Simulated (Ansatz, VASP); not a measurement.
**Two plane-wave programs on Ca**

```
CELL_PARAMETERS angstrom
0.00000 2.74638 2.74638
2.74638 0.00000 2.74638
2.74638 2.74638 0.00000
ATOMIC_POSITIONS crystal
Ca 0.00000 0.00000 0.00000
```

Alike in both runs: functional PBE; k mesh 6 × 6 × 6; occupations tetrahedron; no spin polarisation.

Ansatz relaxed the structure, and its values are those at the end. VASP's run is a single point on that final structure, the one shown.

|  | VASP | Ansatz |
| --- | --- | --- |
| version | VASP 6.6.1 | Ansatz 0.2.0 |
| potentials or method | VASP PAW PBE potentials, release 64 (Ca_sv), cutoff 500 eV | PAW plane waves |
| valence electrons in the cell | 10 | 10 |

```tsv
	VASP	Ansatz	Ansatz less VASP
gap on the k mesh at the Fermi level (eV)	none	none	-
pressure (GPa)	0.0	0.0	+0.01
```

A gap of «none» marks a metal or a gap that the smearing closes. With one functional, cell and mesh, what is left measures potentials, basis and numerics. Ansatz's warnings: band table not solved further, forces under tetrahedra, tetrahedron derivatives may miss energy slope.
